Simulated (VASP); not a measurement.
A run of VASP 6.6.1:

Contents of INCAR:

```
SYSTEM = Sc
ALGO     = Normal         ! electronic algorithm
EDIFF    = 1E-7           ! SCF threshold, eV
ENCUT    = 520            ! plane-wave cutoff, eV
GGA      = RP             ! functional
ISIF     = 2              ! what is computed and relaxed
ISMEAR   = -1             ! smearing method
LASPH    = .TRUE.         ! aspherical terms in the spheres
LCHARG   = .FALSE.        ! write CHGCAR
LREAL    = .FALSE.        ! projectors in reciprocal space
LWAVE    = .FALSE.        ! write WAVECAR
NBANDS   = 12             ! bands
NELM     = 60             ! most SCF steps
PREC     = Accurate       ! precision mode
SIGMA    = 0.1            ! smearing width, eV
```

The input KPOINTS:

```
k-points
0
G
  13 13 13
  0 0 0
```

POSCAR

```
Sc
1.0
   -1.9130975382      1.9130975382      1.9130975382
    1.9130975382     -1.9130975382      1.9130975382
    1.9130975382      1.9130975382     -1.9130975382
Sc
1
Direct
    0.0000000000      0.0000000000      0.0000000000
```

Potentials or basis: VASP PAW PBE potentials, release 64 (Sc_sv).

The run is started by

```console
$ cat potpaw_PBE.64/Sc_sv/POTCAR > POTCAR
$ mpirun -np 1 vasp_std > vasp.out
```

Hardware: 1 thread of Intel(R) Xeon(R) 6975P-C (Granite Rapids), with other jobs on the host.

Task: How long does it take, and how much memory?

Result: It took 14 s on 1 thread of Intel(R) Xeon(R) 6975P-C (Granite Rapids) (shared host), peak memory 0.17 GiB. Counts: scf iterations 13, k points 84.
